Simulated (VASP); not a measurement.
A run of VASP 6.6.1:

INCAR

```
  PREC = Accurate
  ENCUT = 520
  EDIFF = 1E-6
  ISMEAR = -4
  SIGMA = 0.1
  LREAL = False
  LASPH = True
  NELM = 80
  ALGO = Normal
  ISIF = 2
  LWAVE = False
  LCHARG = False
  GGA = PE
  NBANDS = 16
```

KPOINTS

```
regular mesh
0
Gamma
  4 4 4
```

File POSCAR:

```
AlRu
1.0
    3.0217433019      0.0000000000      0.0000000000
    0.0000000000      3.0217433019      0.0000000000
    0.0000000000      0.0000000000      3.0217433019
Al Ru
1 1
Direct
    0.0000000000      0.0000000000      0.0000000000
    0.5000000000      0.5000000000      0.5000000000
```

Potentials or basis: VASP PAW PBE potentials, release 64 (Al, Ru_pv).

The run is started by

```bash
$ cat potpaw_PBE.64/Al/POTCAR potpaw_PBE.64/Ru_pv/POTCAR > POTCAR
$ mpirun -np 1 vasp_std > vasp.out
```

Hardware: 1 thread of Intel Xeon 6975P-C, with other jobs on the host.

**Question.** How long does it take, and how much memory?

**Answer.** Run time: 3.2 s on 1 thread of Intel Xeon 6975P-C, with other jobs on the host, peak memory 0.14 GiB. Counts: scf iterations 11, k points 10.
